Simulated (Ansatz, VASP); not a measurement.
**Ge in VASP and in Ansatz**

The input POSCAR:

```
Ge
1.0
    0.0000000000      2.6519718750      2.8287700000
    3.0055681250      0.0000000000      2.8287700000
    3.0055681250      2.6519718750      0.0000000000
Ge
2
Direct
    0.5000000000      0.5000000000      0.5000000000
    0.7500000000      0.7500000000      0.7500000000
```

The input INCAR.step1:

```
SYSTEM = Ge
ALGO = Normal
EDIFF = 1E-4
ENCUT = 520
GGA = PE
ISMEAR = 0
LASPH = .TRUE.
LCHARG = .FALSE.
LREAL = .FALSE.
LWAVE = .TRUE.
NBANDS = 21
NELM = 80
PREC = Accurate
SIGMA = 0.05
```

INCAR.step2

```
SYSTEM = Ge
ALGO = Normal
EDIFF = 1E-7
ENCUT = 520
ISIF = 2
ISMEAR = 0
ISTART = 1
LASPH = .TRUE.
LCHARG = .FALSE.
LMIXTAU = .TRUE.
LREAL = .FALSE.
LWAVE = .FALSE.
METAGGA = R2SCAN
NBANDS = 21
NELM = 80
PREC = Accurate
SIGMA = 0.05
```

The input KPOINTS:

```
k-points
0
G
  10 10 10
  0 0 0
```

Input for Ansatz:

```yaml
crystal:
  lattice:
    - [0.0, 2.651971875, 2.82877]
    - [3.005568125, 0.0, 2.82877]
    - [3.005568125, 2.651971875, 0.0]
  atoms:
    - { symbol: Ge, position: [0.5, 0.5, 0.5] }
    - { symbol: Ge, position: [0.75, 0.75, 0.75] }
basis:
  ecutwfc: 500
kpoints:
  mp_grid: { grid: [10, 10, 10] }
hamiltonian:
  xc: r2scan
scf:
  occupations: { method: gaussian, width: 0.05 }
output:
  forces: true
  stress: true
  eigenvalues: true
```

Change from the starting cell: strain +0.0625 x Voigt [1, -1, 0, 0, 0, 0], atoms carried along.

Alike in both runs: task single point; functional r2SCAN; k mesh 10 × 10 × 10; occupations gaussian, width 0.05 eV; no spin polarisation.

|  | VASP | Ansatz |
| --- | --- | --- |
| version | VASP 6.6.1 | Ansatz 0.2.0 |
| potentials or method | VASP PAW PBE potentials, release 64 (Ge_d), cutoff 520 eV | scalar-relativistic, plane waves, PAW |
| valence electrons in the cell | 28 | 28 |

```csv
,VASP,Ansatz,Ansatz less VASP
gap on the k mesh at the Fermi level (eV),none,none,-
pressure (GPa),0.9,0.9,-0.05
"traceless stress, the component that is largest in VASP (GPa)",-5.57,-5.61,-0.048
```

VASP's potentials were made for PBE, not for r2SCAN. A gap of «none» marks a metal or a gap that the smearing closes.
